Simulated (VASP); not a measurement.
Input of a VASP 6.6.1 run:

INCAR

```
SYSTEM = MgI2
PREC     = Accurate       ! precision mode
ENCUT    = 520            ! plane-wave cutoff, eV
EDIFF    = 1E-6           ! SCF threshold, eV
ISMEAR   = 0              ! smearing method
SIGMA    = 0.05           ! smearing width, eV
LREAL    = .FALSE.        ! projectors in reciprocal space
LASPH    = .TRUE.         ! aspherical terms in the spheres
NELM     = 60             ! most SCF steps
ALGO     = Normal         ! electronic algorithm
ISIF     = 2              ! what is computed and relaxed
LWAVE    = .FALSE.        ! write WAVECAR
LCHARG   = .FALSE.        ! write CHGCAR
GGA      = PE             ! functional
NBANDS   = 15             ! bands
```

Contents of KPOINTS:

```
Automatic mesh
0
G
  6 6 4
  0 0 0
```

The input POSCAR:

```
MgI2
1.0
    4.1618263529      0.0000000000      0.0000000000
   -2.0809131765      3.6042473478      0.0000000000
    0.0000000000      0.0000000000      7.7274703875
Mg I
1 2
Direct
    0.0000000000      0.0000000000      0.0000000000
    0.3333333333      0.6666666667      0.7743456377
    0.6666666667      0.3333333333      0.2256543623
```

Potentials or basis: VASP PAW PBE potentials, release 64 (Mg, I).

Launch:

```console
$ cat potpaw_PBE.64/Mg/POTCAR potpaw_PBE.64/I/POTCAR > POTCAR
$ mpirun -np 1 vasp_std > vasp.out
```

Problem. Predict the largest force.

Solution. 0.272 eV/Å.

Problem. Estimate the band gap on the k mesh.

Solution. 3.44 eV, indirect (least direct gap 3.55 eV).

Problem. What does it give for the pressure?

Solution. -0.4 GPa.

Stress tensor (GPa, compression positive):
```
 0.02  0.00  0.00
 0.00  0.02  0.00
 0.00  0.00 -1.22
```

Caveat: spin-orbit coupling is left out, which moves the levels of the heavy elements; this functional lacks dispersion, which binds the layers, so the pressure and a relaxed spacing across them are unreliable. A k mesh can miss the band edges.
